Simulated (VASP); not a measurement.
# ScAl2 (Fd-3m) in VASP: further runs

The runs below take ScAl2 through single point, with PBEsol.

Program: VASP 6.6.1. These are calculated values, not measurements. Logs are shortened: lines on timing, memory, paths and dates and some standing lists are left out, and cuts for length are marked.

**1. The cell of the first run**

It takes space group Fd-3m (No. 227, cubic). The conventional cell has a = 7.555 Å, b = 7.555 Å, c = 7.555 Å, α = 90.00°, β = 90.00°, γ = 90.00°. Sc (site symmetry -43m) has 12 Al at 3.13 Å and 4 Sc at 3.27 Å within 4.1 Å. Within 3.5 Å of Al (site symmetry -3m) lie 6 Al at 2.67 Å and 6 Sc at 3.13 Å.

**2. Single point, PBEsol**

INCAR reads:

```
SYSTEM = ScAl2
PREC = Accurate
ENCUT = 520
EDIFF = 1E-7
ISMEAR = 0
SIGMA = 0.1
LREAL = .FALSE.
LASPH = .TRUE.
NELM = 100
ALGO = Normal
ISIF = 2
LWAVE = .FALSE.
LCHARG = .FALSE.
GGA = PS
NBANDS = 26
```

KPOINTS reads:

```
Automatic mesh
0
G
  6 6 6
  0 0 0
```

POSCAR reads:

```
ScAl2
1.0
    0.0000000000      3.7776526849      3.7776526849
    3.7776526849      0.0000000000      3.7776526849
    3.7776526849      3.7776526849      0.0000000000
Sc Al
2 4
Direct
    0.5000000000      0.5000000000      0.5000000000
    0.7500000000      0.7500000000      0.7500000000
    0.1250000000      0.1250000000      0.1250000000
    0.6250000000      0.1250000000      0.1250000000
    0.1250000000      0.6250000000      0.1250000000
    0.1250000000      0.1250000000      0.6250000000
```

Potentials or basis: VASP PAW PBE potentials, release 64 (Sc_sv, Al).

Command:

```bash
$ cat potpaw_PBE.64/Sc_sv/POTCAR potpaw_PBE.64/Al/POTCAR > POTCAR
$ mpirun -np 1 vasp_std > vasp.out
```

OUTCAR:

```text
SYSTEM = ScAl2
   PREC = Accurate
   ENCUT = 520
   EDIFF = 1E-7
   ISMEAR = 0
   LREAL = .FALSE.
   LASPH = .TRUE.
   NELM = 100
   ISIF = 2
   GGA = PS

 ion  position               nearest neighbor table
   1  0.500  0.500  0.500-   5 3.13   4 3.13   3 3.13   3 3.13   3 3.13   6 3.13   6 3.13   4 3.13
                             5 3.13   4 3.13   5 3.13   6 3.13   2 3.27   2 3.27   2 3.27   2 3.27
   2  0.750  0.750  0.750-   3 3.13   4 3.13   5 3.13   4 3.13   4 3.13   5 3.13   3 3.13   5 3.13
                             6 3.13   3 3.13   6 3.13   6 3.13   1 3.27   1 3.27   1 3.27   1 3.27
   3  0.125  0.125  0.125-   4 2.67   5 2.67   6 2.67   6 2.67   5 2.67   4 2.67   1 3.13   2 3.13
                             1 3.13   2 3.13   1 3.13   2 3.13
   4  0.625  0.125  0.125-   3 2.67   6 2.67   5 2.67   3 2.67   5 2.67   6 2.67   2 3.13   1 3.13
                             2 3.13   1 3.13   1 3.13   2 3.13
   5  0.125  0.625  0.125-   3 2.67   6 2.67   3 2.67   4 2.67   6 2.67   4 2.67   1 3.13   2 3.13
                             2 3.13   1 3.13   1 3.13   2 3.13
   6  0.125  0.125  0.625-   3 2.67   3 2.67   4 2.67   5 2.67   5 2.67   4 2.67   1 3.13   2 3.13
                             1 3.13   2 3.13   1 3.13   2 3.13

  LATTYP: Found a face centered cubic cell.
 ALAT       =     7.5553053698

  Lattice vectors:

 A1 = (   0.0000000000,   3.7776526849,   3.7776526849)
 A2 = (   3.7776526849,   0.0000000000,   3.7776526849)
 A3 = (   3.7776526849,   3.7776526849,   0.0000000000)

Analysis of symmetry for initial positions (statically):
=====================================================================
 Subroutine PRICEL returns:
 Original cell was already a primitive cell.

 Routine SETGRP: Setting up the symmetry group for a
 face centered cubic supercell.

 Subroutine GETGRP returns: Found 48 space group operations
 (whereof 24 operations were pure point group operations)
 out of a pool of 48 trial point group operations.

The static configuration has the point symmetry T_d .
 The point group associated with its full space group is O_h .

Analysis of symmetry for dynamics (positions and initial velocities):
=====================================================================
 Subroutine PRICEL returns:
 Original cell was already a primitive cell.

 Routine SETGRP: Setting up the symmetry group for a
 face centered cubic supercell.

 Subroutine GETGRP returns: Found 48 space group operations
 (whereof 24 operations were pure point group operations)
 out of a pool of 48 trial point group operations.

The dynamic configuration has the point symmetry T_d .
 The point group associated with its full space group is O_h .

 Subroutine INISYM returns: Found 48 space group operations
 (whereof 24 operations are pure point group operations),
 and found     1 'primitive' translations

----------------------------------------------------------------------------------------

                                     Primitive cell

  volume of cell :     107.8192

  direct lattice vectors                    reciprocal lattice vectors
     0.000000000  3.777652685  3.777652685    -0.132357324  0.132357324  0.132357324
     3.777652685  0.000000000  3.777652685     0.132357324 -0.132357324  0.132357324
     3.777652685  3.777652685  0.000000000     0.132357324  0.132357324 -0.132357324

  length of vectors
     5.342407661  5.342407661  5.342407661     0.229249610  0.229249610  0.229249610

  position of ions in fractional coordinates (direct lattice)
     0.500000000  0.500000000  0.500000000
     0.750000000  0.750000000  0.750000000
     0.125000000  0.125000000  0.125000000
     0.625000000  0.125000000  0.125000000
     0.125000000  0.625000000  0.125000000
     0.125000000  0.125000000  0.625000000

  ion indices of the primitive-cell ions
   primitive index   ion index
                 1           1
                 2           2
                 3           3
                 4           4
                 5           5
                 6           6

----------------------------------------------------------------------------------------

 KPOINTS: Automatic mesh

Automatic generation of k-mesh.
 Grid dimensions read from file:
 generate k-points for:    6    6    6

 Generating k-lattice:

  Cartesian coordinates                     Fractional coordinates (reciprocal lattice)
    -0.022059554  0.022059554  0.022059554     0.166666667  0.000000000  0.000000000
     0.022059554 -0.022059554  0.022059554     0.000000000  0.166666667  0.000000000
     0.022059554  0.022059554 -0.022059554     0.000000000  0.000000000  0.166666667

  Length of vectors
     0.038208268  0.038208268  0.038208268

  Shift w.r.t. Gamma in fractional coordinates (k-lattice)
     0.000000000  0.000000000  0.000000000

 Subroutine IBZKPT returns following result:
 ===========================================

 Found     16 irreducible k-points:

 Following reciprocal coordinates:
            Coordinates               Weight
  0.000000  0.000000  0.000000      1.000000
  0.166667  0.000000  0.000000      8.000000
  0.333333  0.000000  0.000000      8.000000
  0.500000  0.000000  0.000000      4.000000
  0.166667  0.166667  0.000000      6.000000
  0.333333  0.166667  0.000000     24.000000
[... 8 lines left out ...]
 -0.333333  0.333333  0.166667     24.000000
 -0.333333  0.500000  0.166667     12.000000
   k-points           NKPTS =     16   k-points in BZ     NKDIM =     16   number of bands    NBANDS=     26
   number of dos      NEDOS =    301   number of ions     NIONS =      6
   total plane-waves  NPLWV =  64000
   dimension x,y,z NGX =    40 NGY =   40 NGZ =   40
   dimension x,y,z NGXF=    80 NGYF=   80 NGZF=   80
   ions per type =               2   4
   NGX,Y,Z   is equivalent  to a cutoff of  12.45, 12.45, 12.45 a.u.
   NGXF,Y,Z  is equivalent  to a cutoff of  24.89, 24.89, 24.89 a.u.
 SYSTEM =  ScAl2
   PREC   = accura    normal or accurate (medium, high low for compatibility)
   ISTART =      0    job   : 0-new  1-cont  2-samecut
   ICHARG =      2    charge: 1-file 2-atom 10-const
   ISPIN  =      1    spin polarized calculation?
   LNONCOLLINEAR =      F non collinear calculations
   LSORBIT =      F    spin-orbit coupling
   LASPH  =      T    aspherical Exc in radial PAW
   ENCUT  =  520.0 eV  38.22 Ry    6.18 a.u.   9.93  9.93  9.93*2*pi/ulx,y,z
   NELM   =    100;   NELMIN=  2; NELMDL= -5     # of ELM steps
   EDIFF  = 0.1E-06   stopping-criterion for ELM
   LREAL  =      F    real-space projection
   EDIFFG = 0.1E-05   stopping-criterion for IOM
   NSW    =      0    number of steps for IOM
   IBRION =     -1    ionic relax: 0-MD 1-quasi-New 2-CG
   NFREE  =      0    steps in history (QN), initial steepest desc. (CG)
   ISIF   =      2    stress and relaxation
   ISYM   =      2    0-nonsym 1-usesym 2-fastsym
   POTIM  = 0.5000    time-step for ionic-motion
   TEBEG  =    0.0;   TEEND  =   0.0 temperature during run
   PSTRESS=    0.0 pullay stress
   NELECT =      34.0000    total number of electrons
   NUPDOWN=      -1.0000    fix difference up-down
   EMIN   =  10.00;   EMAX   =-10.00  energy-range for DOS
   EFERMI =   0.00;   METHOD = LEGACY
   ISMEAR =     0;   SIGMA  =   0.10  broadening in eV -4-tet -1-fermi 0-gaus
   EFERMI_NEDOS =   21; number of points for ismear=-14 and -15
   IALGO  =     38    algorithm
   IMIX   =      4    mixing-type and parameters
     AMIX     =   0.40;   BMIX     =  1.00
     AMIX_MAG =   1.60;   BMIX_MAG =  1.00
  volume/ion in A,a.u.               =      17.97       121.27
  Fermi-wavevector in a.u.,A,eV,Ry     =   1.114301  2.105723 16.893895  1.241666
  Thomas-Fermi vector in A             =   2.250894
   LORBIT       =      0    0 simple, 1 ext, 2 COOP (PROOUT), +10 PAW based schemes
   GGA     = PS    functional components
   LHFCALC =     F    Hartree Fock is set to
   AEXX    =    0.0000 exact exchange contribution
   IVDW    =     0    specifies the selected vdW correction
   LEPSILON=     F    determine dielectric tensor
   LRPA    =     F    only Hartree local field effects (RPA)
 non-spin polarized calculation
 Gauss-broadening in eV      SIGMA  =   0.10
  energy-cutoff  :      520.00
  volume of cell :      107.82
 maximum number of plane-waves:      2914
   NGX = 19   NGY = 19   NGZ = 19

 number of electron      33.9999997 magnetization

 Free energy of the ion-electron system (eV)
  ---------------------------------------------------
  ext. energy  EPLUGINS =         0.00000000
  ---------------------------------------------------
  free energy    TOTEN  =       -32.53309941 eV

  energy without entropy =      -32.51676891  energy(sigma->0) =      -32.52493416

 E-fermi :   6.4094     XC(G=0): -10.4058

 val. band max:        6.3705582465   @ k =   0.5000   0.1667   0.0000
 cond. band min:       6.4600163317   @ k =   0.3333   0.3333   0.0000
 fundamental gap:      0.0894580851
 Fermi energy:         6.4093614944

 k-point     1 :       0.0000    0.0000    0.0000
  band No.  band energies     occupation
      1     -42.6946      2.00000
      2     -42.6544      2.00000
      3     -21.4688      2.00000
      4     -21.4688      2.00000
      5     -21.4688      2.00000
      6     -21.3597      2.00000
[... 18 lines left out ...]
     25       9.8563      0.00000
     26       9.8563      0.00000

 k-point     2 :       0.1667    0.0000    0.0000
  band No.  band energies     occupation
      1     -42.6926      2.00000
      2     -42.6564      2.00000
      3     -21.4723      2.00000
      4     -21.4723      2.00000
      5     -21.4688      2.00000
      6     -21.3608      2.00000
[... 18 lines left out ...]
     25       9.5362      0.00000
     26       9.6247      0.00000

 k-point     3 :       0.3333    0.0000    0.0000
  band No.  band energies     occupation
      1     -42.6878      2.00000
      2     -42.6612      2.00000
      3     -21.4787      2.00000
      4     -21.4787      2.00000
      5     -21.4692      2.00000
      6     -21.3625      2.00000
[... 18 lines left out ...]
     25       9.4387      0.00000
     26       9.4387      0.00000

 k-point     4 :       0.5000    0.0000    0.0000
  band No.  band energies     occupation
      1     -42.6845      2.00000
      2     -42.6645      2.00000
      3     -21.4816      2.00000
      4     -21.4816      2.00000
      5     -21.4695      2.00000
      6     -21.3631      2.00000
[... 18 lines left out ...]
     25       9.5381      0.00000
     26       9.5381      0.00000

 k-point     5 :       0.1667    0.1667    0.0000
  band No.  band energies     occupation
      1     -42.6919      2.00000
      2     -42.6571      2.00000
      3     -21.4763      2.00000
      4     -21.4763      2.00000
      5     -21.4619      2.00000
      6     -21.3678      2.00000
[... 18 lines left out ...]
     25       9.4517      0.00000
     26       9.4884      0.00000

 k-point     6 :       0.3333    0.1667    0.0000
  band No.  band energies     occupation
      1     -42.6878      2.00000
      2     -42.6612      2.00000
      3     -21.4840      2.00000
      4     -21.4826      2.00000
      5     -21.4561      2.00000
      6     -21.3745      2.00000
[... 195 lines left out ...]
 k-point    13 :       0.5000    0.5000    0.0000
  band No.  band energies     occupation
      1     -42.6745      2.00000
      2     -42.6745      2.00000
      3     -21.4948      2.00000
      4     -21.4948      2.00000
      5     -21.4164      2.00000
      6     -21.4164      2.00000
[... 18 lines left out ...]
     25      10.6409      0.00000
     26      10.6409      0.00000

 k-point    14 :       0.5000    0.3333    0.1667
  band No.  band energies     occupation
      1     -42.6832      2.00000
      2     -42.6658      2.00000
      3     -21.4930      2.00000
      4     -21.4869      2.00000
      5     -21.4444      2.00000
      6     -21.3867      2.00000
[... 18 lines left out ...]
     25       9.7740      0.00000
     26       9.8350      0.00000

 k-point    15 :      -0.3333    0.3333    0.1667
  band No.  band energies     occupation
      1     -42.6795      2.00000
      2     -42.6695      2.00000
      3     -21.4963      2.00000
      4     -21.4898      2.00000
      5     -21.4363      2.00000
      6     -21.3947      2.00000
[... 18 lines left out ...]
     25       9.6361      0.00000
     26      10.1039      0.00000

 k-point    16 :      -0.3333    0.5000    0.1667
  band No.  band energies     occupation
      1     -42.6745      2.00000
      2     -42.6745      2.00000
      3     -21.4952      2.00000
      4     -21.4952      2.00000
      5     -21.4158      2.00000
      6     -21.4158      2.00000
[... 18 lines left out ...]
     25      10.4216      0.00000
     26      10.4239      0.00000

------------------------ aborting loop because EDIFF is reached ----------------------------------------

  FORCE on cell =-STRESS in cart. coord.  units (eV):
  Direction    XX          YY          ZZ          XY          YZ          ZX
  --------------------------------------------------------------------------------------
  -------------------------------------------------------------------------------------
  Total       -0.6125703     -0.6125703     -0.6125703      0.0000000     -0.0000000     -0.0000000
  in kB       -9.1027050     -9.1027050     -9.1027050      0.0000000     -0.0000000     -0.0000000
  external PRESSURE =      -9.1027050 kB  Pullay stress =       0.0000000 kB

 VOLUME and BASIS-vectors are now :
 -----------------------------------------------------------------------------
  energy-cutoff  :      520.00
  volume of cell :      107.82
      direct lattice vectors                 reciprocal lattice vectors
     0.000000000  3.777652685  3.777652685    -0.132357324  0.132357324  0.132357324
     3.777652685  0.000000000  3.777652685     0.132357324 -0.132357324  0.132357324
     3.777652685  3.777652685  0.000000000     0.132357324  0.132357324 -0.132357324

 POSITION                                       TOTAL-FORCE (eV/Angst)
 -----------------------------------------------------------------------------------
      3.77765      3.77765      3.77765         0.000000      0.000000      0.000000
      5.66648      5.66648      5.66648        -0.000000     -0.000000     -0.000000
      0.94441      0.94441      0.94441         0.000000      0.000000      0.000000
      0.94441      2.83324      2.83324         0.000000     -0.000000      0.000000
      2.83324      0.94441      2.83324         0.000000     -0.000000      0.000000
      2.83324      2.83324      0.94441         0.000000      0.000000      0.000000
 -----------------------------------------------------------------------------------
    total drift:                               -0.000000     -0.000000      0.000000

  FREE ENERGIE OF THE ION-ELECTRON SYSTEM (eV)
  ---------------------------------------------------
  free  energy   TOTEN  =       -32.5330994100 eV

  energy  without entropy=      -32.5167689113  energy(sigma->0) =      -32.52493416
```

Run time: 1.9 min. Hardware: 1 thread of Intel Xeon 8259CL, shared host; peak memory 0.25 GiB.

What came out:

| Quantity | Value |
| --- | --- |
| Free energy | -32.5331 eV |
| Pressure | -0.9 GPa |
| Band gap on the k mesh | zero (bands 17 and 18 overlap by 2.36 eV) |

Caveat: the PAW data sets were made with another functional, which shifts forces and pressure a little.

**3. Single point, PBEsol**

INCAR reads:

```
SYSTEM = ScAl2
  PREC = Accurate
  ENCUT = 520
  EDIFF = 1E-6
  ISMEAR = 0
  SIGMA = 0.1
  LREAL = .False.
  LASPH = .True.
  NELM = 60
  ALGO = Normal
  ISIF = 2
  LWAVE = .False.
  LCHARG = .True.
  GGA = PS
  LELF = .True.
  LVHAR = .True.
  NBANDS = 26
```

KPOINTS reads:

```
Automatic mesh
0
Gamma
  8 8 8
  0 0 0
```

POSCAR is that of step 2.

Potentials or basis: VASP PAW PBE potentials, release 64 (Sc_sv, Al).

Command:

```bash
$ cat potpaw_PBE.64/Sc_sv/POTCAR potpaw_PBE.64/Al/POTCAR > POTCAR
$ mpirun -np 1 vasp_std > vasp.out
```

It took 3 min on 1 thread of Intel Xeon 8259CL, shared host; peak memory 0.27 GiB.

Results (log left out):

```
Free energy            : -32.5102 eV
Pressure               : -0.9 GPa
Band gap on the k mesh : zero (bands 17 and 18 overlap by 2.36 eV)
```

Levels at points of the mesh, in eV from the Fermi level:
```tsv
k point	band 13	band 14	band 15	band 16	band 17	band 18	band 19	band 20	band 21	band 22
(0.00, 0.00, 0.00)	-2.50	-2.41	-2.41	-2.41	-1.69	-1.69	0.34	2.13	2.13	2.13
(0.50, 0.00, 0.00)	-3.61	-1.85	-1.85	-0.35	-0.13	-0.13	1.67	1.67	1.95	2.61
(0.50, 0.50, 0.00)	-3.54	-3.54	0.27	0.27	0.67	0.67	0.83	0.83	1.06	1.06
```

Caveat: the PAW data sets were made with another functional, which shifts forces and pressure a little.

**4. Single point, PBEsol**

INCAR reads:

```
SYSTEM = ScAl2
ALGO     = Fast           ! electronic algorithm
EDIFF    = 1E-6           ! SCF threshold, eV
ENCUT    = 520            ! plane-wave cutoff, eV
GGA      = PS             ! functional
ISIF     = 2              ! what is computed and relaxed
ISMEAR   = 0              ! smearing method
LASPH    = .TRUE.         ! aspherical terms in the spheres
LCHARG   = .FALSE.        ! write CHGCAR
LREAL    = .FALSE.        ! projectors in reciprocal space
LWAVE    = .FALSE.        ! write WAVECAR
NBANDS   = 26             ! bands
NELM     = 60             ! most SCF steps
PREC     = Accurate       ! precision mode
SIGMA    = 0.02           ! smearing width, eV
```

KPOINTS reads:

```
k-points
0
G
  8 8 8
  0 0 0
```

POSCAR is that of step 3.

Command:

```bash
$ cat potpaw_PBE.64/Sc_sv/POTCAR potpaw_PBE.64/Al/POTCAR > POTCAR
$ mpirun -np 1 vasp_std > vasp.out
```

Run time: 3.8 min. Hardware: 1 thread of Intel Xeon 8259CL, shared host; peak memory 0.27 GiB.

The run converged. Its results:

| Quantity | Value |
| --- | --- |
| Free energy | -32.4968 eV |
| Pressure | -0.9 GPa |
| Band gap on the k mesh | zero (bands 17 and 18 overlap by 2.36 eV) |

Levels at points of the mesh, in eV from the Fermi level:
| k point | band 14 | band 15 | band 16 | band 17 | band 18 | band 19 | band 20 | band 21 |
| --- | --- | --- | --- | --- | --- | --- | --- | --- |
| (0.00, 0.00, 0.00) | -2.41 | -2.41 | -2.41 | -1.70 | -1.70 | 0.34 | 2.12 | 2.12 |
| (0.50, 0.00, 0.00) | -1.86 | -1.86 | -0.36 | -0.14 | -0.14 | 1.66 | 1.66 | 1.95 |
| (0.50, 0.50, 0.00) | -3.54 | 0.26 | 0.26 | 0.66 | 0.66 | 0.82 | 0.82 | 1.05 |

Caveat: the PAW data sets were made with another functional, which shifts forces and pressure a little.

**5. The runs side by side**

| k mesh | smearing | gap on the mesh (eV) | pressure (GPa) |
| --- | --- | --- | --- |
| 6 × 6 × 6 | gaussian 0.1 eV | none | -0.9 |
| 8 × 8 × 8 | gaussian 0.1 eV | none | -0.9 |
| 8 × 8 × 8 | gaussian 0.02 eV | none | -0.9 |

Alike in all rows: task single point; level PBEsol; potentials or basis VASP PAW PBE potentials, release 64 (Sc_sv, Al); no spin polarisation; cell as given; cutoff (eV) 520.

Caveats: the PAW data sets were made with another functional, which shifts forces and pressure a little.

Absolute energies hang on the potentials; compare differences alone.
